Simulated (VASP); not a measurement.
Input of a VASP 6.6.1 run:

Contents of POSCAR:

```
SnSe
1.0
    4.2161971463      0.0000000000      0.0000000000
    0.0000000000      4.2161971463      0.0000000000
    0.0000000000      0.0000000000     11.3540614930
Sn Se
2 2
Direct
    0.5000000000      0.0000000000      0.3722291100
    0.0000000000      0.5000000000      0.6277708900
    0.5000000000      0.0000000000      0.6160394900
    0.0000000000      0.5000000000      0.3839605100
```

File INCAR.step1:

```
ALGO = Normal ; EDIFF = 1E-4
ENCUT = 520 ; GGA = PE
ISMEAR = 0 ; LASPH = True
LCHARG = False ; LREAL = False
LWAVE = True ; NBANDS = 28
NELM = 80 ; PREC = Accurate
SIGMA = 0.05
```

File INCAR.step2:

```
ALGO = Normal ; EDIFF = 1E-7
ENCUT = 520 ; ISIF = 2
ISMEAR = 0 ; ISTART = 1
LASPH = True ; LCHARG = False
LMIXTAU = True ; LREAL = False
LWAVE = False ; METAGGA = R2SCAN
NBANDS = 28 ; NELM = 80
PREC = Accurate ; SIGMA = 0.05
```

KPOINTS

```
k-points
0
Gamma
  8 8 4
```

Potentials or basis: VASP PAW PBE potentials, release 64 (Sn_d, Se).

The run is started by

```bash
$ cat potpaw_PBE.64/Sn_d/POTCAR potpaw_PBE.64/Se/POTCAR > POTCAR
$ cp INCAR.step1 INCAR
$ mpirun -np 1 vasp_std > vasp.out
$ cp INCAR.step2 INCAR
$ mpirun -np 1 vasp_std > vasp.out
```

Question: Predict the band gap on the k mesh.

Answer: 1.24 eV (least direct gap 1.29 eV).

Question: What does it give for the largest force?

Answer: 0.338 eV/Å.

Forces in eV/Å, atoms in the order of the input:
```
Sn   0.000  0.000  0.290
Sn   0.000  0.000 -0.290
Se   0.000  0.000 -0.338
Se   0.000  0.000  0.338
```

Caveat: there is no dipole correction, which matters where the two faces differ; the PAW data sets were made with another functional, which shifts forces and pressure a little; spin-orbit coupling is left out, which moves the levels of the heavy elements.
